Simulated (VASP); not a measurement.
# Nd2Y2Cl (P-3m1) in VASP: notebook

The runs below take Nd2Y2Cl through relaxation of cell and atoms, relaxation of shape and atoms at fixed volume, with PBE.

Program: VASP 6.6.1. These are calculated values, not measurements. Logs are shortened: lines on timing, memory, paths and dates and some standing lists are left out, and cuts for length are marked.

## Step 1: The cell of the first run

Symmetry: P-3m1, No. 164, trigonal system. The conventional cell has a = 3.725 Å, b = 3.725 Å, c = 12.984 Å, α = 90.00°, β = 90.00°, γ = 120.00°. Within 4.1 Å of Nd (site symmetry 3m) lie 3 Cl at 3.11 Å and 3 Y at 3.55 Å and 6 Nd at 3.72 Å. Within 4.7 Å of Y (site symmetry 3m) lie 9 Y at 3.55 to 3.72 Å and 3 Nd at 3.55 Å. Cl (site symmetry -3m) has 6 Nd at 3.11 Å and 6 Cl at 3.72 Å within 4.1 Å.

The cell was generated, and may not be a known phase.

## Step 2: Relaxation of cell and atoms, PBE

Contents of INCAR:

```
ALGO = Normal
EDIFF = 1E-7
EDIFFG = -0.01
ENCUT = 500
GGA = PE
GGA_COMPAT = F
IBRION = 2
ISIF = 3
ISMEAR = 0
LASPH = T
LCHARG = F
LMAXMIX = 6
LREAL = F
LWAVE = F
NELM = 200
NELMIN = 4
NSW = 100
PREC = Accurate
SIGMA = 0.1
```

Contents of KPOINTS:

```
k-points
0
Gamma
  12 12 4
```

Contents of POSCAR:

```
Nd2Y2Cl
1.0
    3.7246458512      0.0000000000      0.0000000000
   -1.8623229256      3.2256379273      0.0000000000
    0.0000000000      0.0000000000     12.9835326595
Nd Y Cl
2 2 1
Direct
    0.3333333333      0.6666666667      0.8269223756
    0.6666666667      0.3333333333      0.1730776244
    0.3333333333      0.6666666667      0.3910479627
    0.6666666667      0.3333333333      0.6089520373
    0.0000000000      0.0000000000      0.0000000000
```

Potentials or basis: VASP PAW PBE potentials, release 64 (Nd_3, Y_sv, Cl), 4f in core.

Command:

```sh
$ cat potpaw_PBE.64/Nd_3/POTCAR potpaw_PBE.64/Y_sv/POTCAR potpaw_PBE.64/Cl/POTCAR > POTCAR
$ mpirun -np 1 vasp_std > vasp.out
```

OUTCAR:

```text
EDIFF = 1E-7
   EDIFFG = -0.01
   ENCUT = 500
   GGA = PE
   IBRION = 2
   ISIF = 3
   ISMEAR = 0
   LASPH = T
   LREAL = F
   NELM = 200
   NELMIN = 4
   NSW = 100
   PREC = Accurate

 ion  position               nearest neighbor table
   1  0.333  0.667  0.827-   5 3.11   5 3.11   5 3.11   4 3.55   4 3.55   4 3.55
   2  0.667  0.333  0.173-   5 3.11   5 3.11   5 3.11   3 3.55   3 3.55   3 3.55
   3  0.333  0.667  0.391-   4 3.55   4 3.55   4 3.55   2 3.55   2 3.55   2 3.55
   4  0.667  0.333  0.609-   3 3.55   3 3.55   3 3.55   1 3.55   1 3.55   1 3.55
   5  0.000  0.000  0.000-   1 3.11   2 3.11   2 3.11   1 3.11   2 3.11   1 3.11

  LATTYP: Found a hexagonal cell.
 ALAT       =     3.7246458512
 C/A-ratio  =     3.4858435347

  Lattice vectors:

 A1 = (   3.7246458512,   0.0000000000,   0.0000000000)
 A2 = (  -1.8623229256,   3.2256379273,   0.0000000000)
 A3 = (   0.0000000000,   0.0000000000,  12.9835326595)

Analysis of symmetry for initial positions (statically):
=====================================================================
 Subroutine PRICEL returns:
 Original cell was already a primitive cell.

 Routine SETGRP: Setting up the symmetry group for a
 hexagonal supercell.

 Subroutine GETGRP returns: Found 12 space group operations
 (whereof 12 operations were pure point group operations)
 out of a pool of 24 trial point group operations.

The static configuration has the point symmetry D_3d.

Analysis of symmetry for dynamics (positions and initial velocities):
=====================================================================
 Subroutine PRICEL returns:
 Original cell was already a primitive cell.

 Routine SETGRP: Setting up the symmetry group for a
 hexagonal supercell.

 Subroutine GETGRP returns: Found 12 space group operations
 (whereof 12 operations were pure point group operations)
 out of a pool of 24 trial point group operations.

The dynamic configuration has the point symmetry D_3d.

 Subroutine INISYM returns: Found 12 space group operations
 (whereof 12 operations are pure point group operations),
 and found     1 'primitive' translations

----------------------------------------------------------------------------------------

                                     Primitive cell

  volume of cell :     155.9888

  direct lattice vectors                    reciprocal lattice vectors
     3.724645851  0.000000000  0.000000000     0.268481901  0.155008098  0.000000000
    -1.862322926  3.225637927  0.000000000     0.000000000  0.310016196  0.000000000
     0.000000000  0.000000000 12.983532659     0.000000000  0.000000000  0.077020640

  length of vectors
     3.724645851  3.724645851 12.983532659     0.310016196  0.310016196  0.077020640

  position of ions in fractional coordinates (direct lattice)
     0.333333333  0.666666667  0.826922376
     0.666666667  0.333333333  0.173077624
     0.333333333  0.666666667  0.391047963
     0.666666667  0.333333333  0.608952037
     0.000000000  0.000000000  0.000000000

  ion indices of the primitive-cell ions
   primitive index   ion index
                 1           1
                 2           2
                 3           3
                 4           4
                 5           5

----------------------------------------------------------------------------------------

 KPOINTS: k-points

Automatic generation of k-mesh.
 Grid dimensions read from file:
 generate k-points for:   12   12    4

 Generating k-lattice:

  Cartesian coordinates                     Fractional coordinates (reciprocal lattice)
     0.022373492  0.012917342  0.000000000     0.083333333  0.000000000  0.000000000
     0.000000000  0.025834683  0.000000000     0.000000000  0.083333333  0.000000000
     0.000000000  0.000000000  0.019255160     0.000000000  0.000000000  0.250000000

  Length of vectors
     0.025834683  0.025834683  0.019255160

  Shift w.r.t. Gamma in fractional coordinates (k-lattice)
     0.000000000  0.000000000  0.000000000

 Subroutine IBZKPT returns following result:
 ===========================================

 Found     69 irreducible k-points:

 Following reciprocal coordinates:
            Coordinates               Weight
  0.000000  0.000000  0.000000      1.000000
  0.083333  0.000000  0.000000      6.000000
  0.166667  0.000000  0.000000      6.000000
  0.250000  0.000000  0.000000      6.000000
  0.333333 -0.000000  0.000000      6.000000
  0.416667  0.000000  0.000000      6.000000
[... 16 lines left out ...]
  0.166667  0.000000  0.250000      6.000000
  0.000000  0.166667  0.250000      6.000000
 [... further k-points ...]
   k-points           NKPTS =     69   k-points in BZ     NKDIM =     69   number of bands    NBANDS=     30
   number of dos      NEDOS =    301   number of ions     NIONS =      5
   total plane-waves  NPLWV =  75264
   dimension x,y,z NGX =    28 NGY =   28 NGZ =   96
   dimension x,y,z NGXF=    56 NGYF=   56 NGZF=  192
   ions per type =               2   2   1
   NGX,Y,Z   is equivalent  to a cutoff of  12.50, 12.50, 12.29 a.u.
   NGXF,Y,Z  is equivalent  to a cutoff of  25.00, 25.00, 24.58 a.u.
 SYSTEM =  unknown system
   PREC   = accura    normal or accurate (medium, high low for compatibility)
   ISTART =      0    job   : 0-new  1-cont  2-samecut
   ICHARG =      2    charge: 1-file 2-atom 10-const
   ISPIN  =      1    spin polarized calculation?
   LNONCOLLINEAR =      F non collinear calculations
   LSORBIT =      F    spin-orbit coupling
   LASPH  =      T    aspherical Exc in radial PAW
   ENCUT  =  500.0 eV  36.75 Ry    6.06 a.u.   6.79  6.79 23.67*2*pi/ulx,y,z
   NELM   =    200;   NELMIN=  4; NELMDL= -5     # of ELM steps
   EDIFF  = 0.1E-06   stopping-criterion for ELM
   LREAL  =      F    real-space projection
   EDIFFG = -.1E-01   stopping-criterion for IOM
   NSW    =    100    number of steps for IOM
   IBRION =      2    ionic relax: 0-MD 1-quasi-New 2-CG
   NFREE  =      1    steps in history (QN), initial steepest desc. (CG)
   ISIF   =      3    stress and relaxation
   ISYM   =      2    0-nonsym 1-usesym 2-fastsym
   POTIM  = 0.5000    time-step for ionic-motion
   TEBEG  =    0.0;   TEEND  =   0.0 temperature during run
   PSTRESS=    0.0 pullay stress
   NELECT =      51.0000    total number of electrons
   NUPDOWN=      -1.0000    fix difference up-down
   EMIN   =  10.00;   EMAX   =-10.00  energy-range for DOS
   EFERMI =   0.00;   METHOD = LEGACY
   ISMEAR =     0;   SIGMA  =   0.10  broadening in eV -4-tet -1-fermi 0-gaus
   EFERMI_NEDOS =   21; number of points for ismear=-14 and -15
   IALGO  =     38    algorithm
   IMIX   =      4    mixing-type and parameters
     AMIX     =   0.40;   BMIX     =  1.00
     AMIX_MAG =   1.60;   BMIX_MAG =  1.00
  volume/ion in A,a.u.               =      31.20       210.53
  Fermi-wavevector in a.u.,A,eV,Ry     =   1.127804  2.131241 17.305828  1.271942
  Thomas-Fermi vector in A             =   2.264492
   LORBIT       =      0    0 simple, 1 ext, 2 COOP (PROOUT), +10 PAW based schemes
   GGA     = PE    functional components
   LHFCALC =     F    Hartree Fock is set to
   AEXX    =    0.0000 exact exchange contribution
   IVDW    =     0    specifies the selected vdW correction
   LEPSILON=     F    determine dielectric tensor
   LRPA    =     F    only Hartree local field effects (RPA)
 conjugate gradient relaxation of ions
 non-spin polarized calculation
 Gauss-broadening in eV      SIGMA  =   0.10
  energy-cutoff  :      500.00
  volume of cell :      155.99
 maximum number of plane-waves:      3993
   NGX = 13   NGY = 13   NGZ = 47

--------------------------------------- Ionic step        1  -------------------------------------------

 number of electron      50.9999997 magnetization

 Free energy of the ion-electron system (eV)
  ---------------------------------------------------
  ext. energy  EPLUGINS =         0.00000000
  ---------------------------------------------------
  free energy    TOTEN  =       -26.83955943 eV

  energy without entropy =      -26.78727267  energy(sigma->0) =      -26.81341605

------------------------ aborting loop because EDIFF is reached ----------------------------------------

  FORCE on cell =-STRESS in cart. coord.  units (eV):
  Direction    XX          YY          ZZ          XY          YZ          ZX
  --------------------------------------------------------------------------------------
  -------------------------------------------------------------------------------------
  Total       -0.1418039     -0.1418039      0.2548899      0.0000000      0.0000000     -0.0000000
  in kB       -1.4564826     -1.4564826      2.6180010      0.0000000      0.0000000     -0.0000000
  external PRESSURE =      -0.0983214 kB  Pullay stress =       0.0000000 kB
[... 102 lines left out ...]
  energy  without entropy=      -26.7888790033  energy(sigma->0) =      -26.81486881

--------------------------------------- Ionic step        4  -------------------------------------------

 number of electron      50.9999998 magnetization

 Free energy of the ion-electron system (eV)
  ---------------------------------------------------
  ext. energy  EPLUGINS =         0.00000000
  ---------------------------------------------------
  free energy    TOTEN  =       -26.84087455 eV

  energy without entropy =      -26.78891089  energy(sigma->0) =      -26.81489272

 E-fermi :   3.8020     XC(G=0):  -9.5292

 val. band max:        3.8016287494   @ k =  -0.1667   0.5000   0.2500
 cond. band min:       3.8032354390   @ k =   0.1667   0.1667   0.0000
 fundamental gap:      0.0016066897
 Fermi energy:         3.8020204133

 k-point     1 :       0.0000    0.0000    0.0000
  band No.  band energies     occupation
      1     -38.8934      2.00000
      2     -38.8584      2.00000
      3     -34.5145      2.00000
      4     -34.5129      2.00000
      5     -19.0412      2.00000
      6     -18.7612      2.00000
[... 781 lines left out ...]
     29       5.1956      0.00000
     30       5.3182      0.00000

 [... further k-points ...]

------------------------ aborting loop because EDIFF is reached ----------------------------------------

  FORCE on cell =-STRESS in cart. coord.  units (eV):
  Direction    XX          YY          ZZ          XY          YZ          ZX
  --------------------------------------------------------------------------------------
  -------------------------------------------------------------------------------------
  Total        0.0072430      0.0072430      0.0060611      0.0000000      0.0000000     -0.0000000
  in kB        0.0744903      0.0744903      0.0623348      0.0000000      0.0000000     -0.0000000
  external PRESSURE =       0.0704385 kB  Pullay stress =       0.0000000 kB
[... 20 lines left out ...]
  FREE ENERGIE OF THE ION-ELECTRON SYSTEM (eV)
  ---------------------------------------------------
  free  energy   TOTEN  =       -26.8408745540 eV

  energy  without entropy=      -26.7889108851  energy(sigma->0) =      -26.81489272

 reached required accuracy - stopping structural energy minimisation
```

Wall time 8.4 min (1 thread of Intel Xeon 6975P-C (Granite Rapids), shared host); peak memory 0.49 GiB.

What came out:

```yaml
Free_energy: -26.8409 eV
Relaxed_volume: 31.16 Å³/atom
Relaxed_cell: a = 3.712 Å, b = 3.712 Å, c = 13.058 Å, α = 90.00°, β = 90.00°, γ = 120.00°
Space_group_after_relaxing_to_0.1_Å: P-3m1 (No. 164)
Energy_gained_by_relaxing: 0.3 meV/atom
Ionic_steps: 4
Pressure_after_relaxing: 0.0 GPa
Largest_force_after_relaxing: 0.007 eV/Å
Band_gap_on_the_k_mesh: zero (an odd number of electrons rules out a gap without spin polarisation)
```

Forces on the atoms (eV/Å):
```
Nd   0.000  0.000  0.003
Nd   0.000  0.000 -0.003
Y    0.000  0.000 -0.007
Y    0.000  0.000  0.007
Cl   0.000  0.000  0.000
```

Step by step:
| step | energy change (eV) | largest force (eV/Å) | pressure (GPa) | volume (Å³) |
| --- | --- | --- | --- | --- |
| 1 | 0.0000 | 0.0285 | -0.01 | 155.99 |
| 2 | -0.0009 | 0.0174 | -0.01 | 155.94 |
| 3 | -0.0013 | 0.0109 | -0.02 | 155.88 |
| 4 | -0.0013 | 0.0071 | 0.01 | 155.79 |

Final structure:
```
Nd Y Cl
1.0
     3.71162    0.00000    0.00000
    -1.85581    3.21436    0.00000
     0.00000    0.00000   13.05780
Nd Y Cl
2 2 1
Direct
  0.33333 0.66667 0.82719
  0.66667 0.33333 0.17281
  0.33333 0.66667 0.39109
  0.66667 0.33333 0.60891
  0.00000 0.00000 0.00000
```

Caveat: spin-orbit coupling is left out, which moves the levels of the heavy elements; the 4f electrons are frozen in the core, so they carry no moment and show no levels; the run has no spin polarisation, though such a crystal can be magnetic. With open d or f shells a metallic result of PBE can be an artefact of self-interaction; +U or a hybrid may open a gap.

## Step 3: Relaxation of shape and atoms at fixed volume, PBE (32.06 Å³/atom)

This run uses another cell than the first one, of 32.06 Å³/atom.

Contents of INCAR:

```
SYSTEM = Nd2Y2Cl
ALGO = Normal ; EDIFF = 1E-7
EDIFFG = -0.01 ; ENCUT = 500
GGA = PE ; GGA_COMPAT = .False.
IBRION = 2 ; ISIF = 4
ISMEAR = 0 ; LASPH = .True.
LCHARG = .False. ; LMAXMIX = 6
LREAL = .False. ; LWAVE = .False.
NELM = 200 ; NELMIN = 4
NSW = 50 ; PREC = Accurate
SIGMA = 0.1
```

Contents of KPOINTS:

```
k-points
0
Gamma
  12 12 4
  0 0 0
```

Contents of POSCAR:

```
Nd2Y2Cl
1.0
    3.7469131038      0.0000000000      0.0000000000
   -1.8734565519      3.2449219336      0.0000000000
    0.0000000000      0.0000000000     13.1862803746
Nd Y Cl
2 2 1
Direct
    0.3333333333      0.6666666667      0.8272577247
    0.6666666667      0.3333333333      0.1727422753
    0.3333333333      0.6666666667      0.3906480186
    0.6666666667      0.3333333333      0.6093519814
    0.0000000000      0.0000000000      0.0000000000
```

Potentials or basis: VASP PAW PBE potentials, release 64 (Nd_3, Y_sv, Cl), 4f in core.

Command:

```sh
$ cat potpaw_PBE.64/Nd_3/POTCAR potpaw_PBE.64/Y_sv/POTCAR potpaw_PBE.64/Cl/POTCAR > POTCAR
$ mpirun -np 1 vasp_std > vasp.out
```

Wall time 8.2 min (1 thread of Intel Xeon 6975P-C (Granite Rapids), shared host); peak memory 0.51 GiB.

It converged, with:

* Free energy: -26.8263 eV
* Energy gained by relaxing: 0.0 meV/atom
* Ionic steps: 3
* Pressure after relaxing: -1.1 GPa
* Band gap on the k mesh: zero (an odd number of electrons rules out a gap without spin polarisation)

Step by step:
```tsv
step	energy change (eV)	largest force (eV/Å)	pressure (GPa)	volume (Å³)
1	0.0000	0.0056	-1.07	160.32
2	-0.0001	0.0029	-1.06	160.32
3	-0.0001	0.0019	-1.06	160.32
```

Final structure:
```
Nd Y Cl
1.0
     3.74918    0.00000    0.00000
    -1.87459    3.24689    0.00000
     0.00000    0.00000   13.17034
Nd Y Cl
2 2 1
Direct
  0.33333 0.66667 0.82723
  0.66667 0.33333 0.17277
  0.33333 0.66667 0.39063
  0.66667 0.33333 0.60937
  0.00000 0.00000 0.00000
```

Levels at points of the mesh, in eV from the Fermi level:
```csv
k point,band 21,band 22,band 23,band 24,band 25,band 26,band 27,band 28,band 29,band 30
"(0.00, 0.00, 0.00)",-4.07,-2.62,-2.20,-1.43,0.43,1.11,1.11,1.13,1.50,1.50
"(0.50, 0.00, 0.00)",-1.58,-1.58,-1.31,-0.94,-0.56,-0.12,-0.04,0.67,1.24,1.58
"(0.00, 0.00, 0.50)",-3.96,-3.00,-1.86,-1.48,0.73,0.75,1.18,1.18,1.39,1.39
"(0.50, 0.00, 0.50)",-1.66,-1.48,-1.26,-1.12,-0.30,-0.25,-0.01,0.67,1.14,1.38
```

Caveat: spin-orbit coupling is left out, which moves the levels of the heavy elements; the 4f electrons are frozen in the core, so they carry no moment and show no levels; the run has no spin polarisation, though such a crystal can be magnetic. With open d or f shells a metallic result of PBE can be an artefact of self-interaction; +U or a hybrid may open a gap.

(Part 1 of 2 ends here.)

The gap in the log of VASP goes by the Fermi energy; the results here count the filled bands.